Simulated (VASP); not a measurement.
The system is SnS2 (Berndtite-2T).

```
Sn S
1.0
     3.63900    0.00000    0.00000
    -1.81950    3.15147    0.00000
     0.00000    0.00000    5.86800
Sn S
1 2
Direct
  0.00000 0.00000 0.00000
  0.33333 0.66667 0.25000
  0.66667 0.33333 0.75000
```

```yaml
Program: VASP 6.6.1
Task: relaxation of cell and atoms
Functional: PBE
Dispersion: D4
Potentials_or_basis: VASP PAW PBE potentials, release 64 (Sn_d, S)
Cutoff: 500 eV
k_mesh: 6 × 6 × 4
Occupations: gaussian, width 0.02 eV
Spin: no spin polarisation
```

At the start: pressure 1.7 GPa; volume 22.43 Å³/atom.

Q: Where does the relaxation end?

A: Over 9 steps the energy falls by 3.1 meV/atom and the volume is 22.49 Å³/atom (+0.3 %); space group P-3m1 (No. 164, to 0.05 Å).

The path:
```tsv
step	energy change (eV)	largest force (eV/Å)	pressure (GPa)	volume (Å³)
1	0.0000	0.2456	1.66	67.30
2	-0.0012	0.1821	-1.53	69.59
3	-0.0076	0.0170	-0.06	68.47
4	-0.0079	0.0282	-0.06	68.43
5	-0.0082	0.0568	-0.08	68.32
6	-0.0085	0.0492	-0.07	68.20
7	-0.0092	0.0265	-0.05	67.86
8	-0.0093	0.0197	0.03	67.17
9	-0.0094	0.0011	0.00	67.47
```

Final structure:
```
Sn S
1.0
     3.66858    0.00000    0.00000
    -1.83429    3.17708    0.00000
     0.00000    0.00000    5.78876
Sn S
1 2
Direct
  0.00000 0.00000 0.00000
  0.33333 0.66667 0.25508
  0.66667 0.33333 0.74492
```
